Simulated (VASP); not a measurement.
TaSi2:

```
Ta Si
1.0
     4.78000    0.00000    0.00000
    -2.39000    4.13960    0.00000
     0.00000    0.00000    6.56400
Ta Si
3 6
Direct
  0.00000 0.50000 0.16667
  0.50000 0.50000 0.83333
  0.50000 0.00000 0.50000
  0.33330 0.16665 0.16667
  0.16665 0.83335 0.83333
  0.83335 0.66670 0.50000
  0.66670 0.83335 0.16667
  0.83335 0.16665 0.83333
  0.16665 0.33330 0.50000
```

Base run:

```yaml
Program: VASP 6.6.1
Functional: r2SCAN
Potentials_or_basis: VASP PAW PBE potentials, release 64 (Ta_pv, Si)
Cutoff: 520 eV
k_mesh: 5 × 5 × 3
Occupations: fermi-dirac, width 0.05 eV
Spin: no spin polarisation
Hubbard_terms: Ta d U = 2.0 eV
```

Its results: band gap on the k mesh zero (an odd number of electrons rules out a gap without spin polarisation); pressure 3.4 GPa; largest force 0.906 eV/Å.

Q: The run is repeated on the same cell with these changes: hubbard terms from Ta d U = 2.0 eV to Ta d U = 6.0 eV. What comes out?

A: Band gap on the k mesh zero (an odd number of electrons rules out a gap without spin polarisation); pressure 9.6 GPa; largest force 1.013 eV/Å.

Caveats: the cell stands under pressure; the PAW data sets were made with another functional, which shifts forces and pressure a little; spin-orbit coupling is left out, which moves the levels of the heavy elements; U without spin polarisation on a metal has little footing; the U is typed as a test and isn't derived for this compound.
